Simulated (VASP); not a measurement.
Write the native input for VASP 6.6.1 that does the following.

```
Task                   : single point
Functional             : LDA
Potentials or basis    : VASP PAW LDA potentials, release 64 (Fe)
Cutoff                 : 520 eV
k mesh                 : 17 × 17 × 17
Occupations            : fermi-dirac, width 0.136057 eV
Spin                   : no spin polarisation
Dipole correction      : no
Further INCAR settings : ALGO = Normal; EDIFF = 1e-06; NBANDS = 10
```

The structure of Fe lies in POSCAR:

```
Fe
1.0
    0.0000000000      1.6873923114      1.6873923114
    1.6873923114      0.0000000000      1.6873923114
    1.6873923114      1.6873923114      0.0000000000
Fe
1
Direct
    0.0000000000      0.0000000000      0.0000000000
```

These files were run (other wordings do the same):

INCAR

```
PREC = Accurate
ENCUT = 520
EDIFF = 1E-6
ISMEAR = -1
SIGMA = 0.13605693000000002
LREAL = F
LASPH = T
NELM = 100
ALGO = Normal
ISIF = 2
LWAVE = F
LCHARG = F
GGA = CA
NBANDS = 10
```

KPOINTS

```
Automatic mesh
0
Gamma
  17 17 17
```

Potentials or basis: VASP PAW LDA potentials, release 64 (Fe).

Launch:

```console
$ cat potpaw_LDA.64/Fe/POTCAR > POTCAR
$ mpirun -np 1 vasp_std > vasp.out
```

Results of the run:

```
Pressure               : 0.5 GPa
Band gap on the k mesh : zero (band 4 reaches 8.77 eV, above the bottom of band 5 at 6.57 eV)
```

Caveat: the run has no spin polarisation, though such a crystal can be magnetic.

Wall time 25 s on 1 thread of AMD EPYC 7R13 (shared host), peak memory 0.1 GiB.
